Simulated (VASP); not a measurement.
Write the native input for VASP 6.6.1 that does the following.

| Item | Value |
| --- | --- |
| Task | relaxation of cell and atoms |
| Functional | PBE |
| Potentials or basis | VASP PAW PBE potentials, release 64 (Sn_d, S) |
| Cutoff | 600 eV |
| k mesh | 6 × 6 × 4 |
| Occupations | gaussian, width 0.1 eV |
| Spin | no spin polarisation |
| Dipole correction | no |
| Further INCAR settings | ALGO = Normal; EDIFF = 1e-06; IBRION = 2; EDIFFG = -0.04; NSW = 90; ISIF = 3 |

The structure of Sn3S2 lies in POSCAR:

```
Sn3S2
1.0
    4.4231925925      0.0000000000      0.0000000000
   -2.2115962962      3.8305971509      0.0000000000
    0.0000000000      0.0000000000      6.8817691857
Sn S
3 2
Direct
    0.0000000000      0.0000000000      0.0000000000
    0.3333333333      0.6666666667      0.6450000000
    0.6666666667      0.3333333333      0.3550000000
    0.3333333333      0.6666666667      0.2450000000
    0.6666666667      0.3333333333      0.7550000000
```

One way to write it, as run:

INCAR

```
SYSTEM = Sn3S2
PREC = Accurate
ENCUT = 600
EDIFF = 1E-6
ISMEAR = 0
SIGMA = 0.1
LREAL = .FALSE.
LASPH = .TRUE.
NELM = 100
ALGO = Normal
ISIF = 3
LWAVE = .FALSE.
LCHARG = .FALSE.
GGA = PE
IBRION = 2
NSW = 90
EDIFFG = -0.04
```

KPOINTS

```
regular mesh
0
G
  6 6 4
  0 0 0
```

Potentials or basis: VASP PAW PBE potentials, release 64 (Sn_d, S).

Command:

```console
$ cat potpaw_PBE.64/Sn_d/POTCAR potpaw_PBE.64/S/POTCAR > POTCAR
$ mpirun -np 1 vasp_std > vasp.out
```

It gave:

The relaxed volume is 24.99 Å³/atom and the relaxed cell is a = 3.745 Å, b = 3.745 Å, c = 10.286 Å, α = 90.00°, β = 90.00°, γ = 120.00°. The space group after relaxing (to 0.1 Å) is P-3m1 (No. 164) and the energy gained by relaxing is 474.7 meV/atom. The ionic steps are 35. The pressure after relaxing is 0.0 GPa. The largest force after relaxing is 0.038 eV/Å. The band gap on the k mesh is zero (bands 27 and 28 overlap by 2.75 eV).

Caveat: a cell axis changed by over 15 % at a fixed basis, so the end point is rough; spin-orbit coupling is left out, which moves the levels of the heavy elements.

It took 16 min on 1 thread of Intel(R) Xeon(R) 6975P-C (Granite Rapids), with other jobs on the host, peak memory 0.32 GiB.
